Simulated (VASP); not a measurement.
Input of a VASP 6.6.1 run:

The input INCAR:

```
SYSTEM = TiAl
PREC = Accurate ; ENCUT = 520
EDIFF = 1E-7 ; ISMEAR = 0
SIGMA = 0.1 ; LREAL = .False.
LASPH = .True. ; NELM = 80
ALGO = Normal ; ISIF = 2
LWAVE = .False. ; LCHARG = .True.
GGA = PS ; LELF = .True.
LVHAR = .True. ; NBANDS = 14
```

The input KPOINTS:

```
Automatic mesh
0
Gamma
  14 14 14
  0 0 0
```

Contents of POSCAR:

```
TiAl
1.0
    3.3186884909      0.0000000000      0.0000000000
    0.0000000000      3.3186884909      0.0000000000
    0.0000000000      0.0000000000      3.3186884909
Ti Al
1 1
Direct
    0.0000000000      0.0000000000      0.0000000000
    0.5000000000      0.5000000000      0.5000000000
```

Potentials or basis: VASP PAW PBE potentials, release 64 (Ti_sv, Al).

Command:

```bash
$ cat potpaw_PBE.64/Ti_sv/POTCAR potpaw_PBE.64/Al/POTCAR > POTCAR
$ mpirun -np 1 vasp_std > vasp.out
```

**Question.** What does it give for the pressure?

**Answer.** -13.1 GPa.

Caveat: the cell differs from its parent crystal (strained); the PAW data sets were made with another functional, which shifts forces and pressure a little.
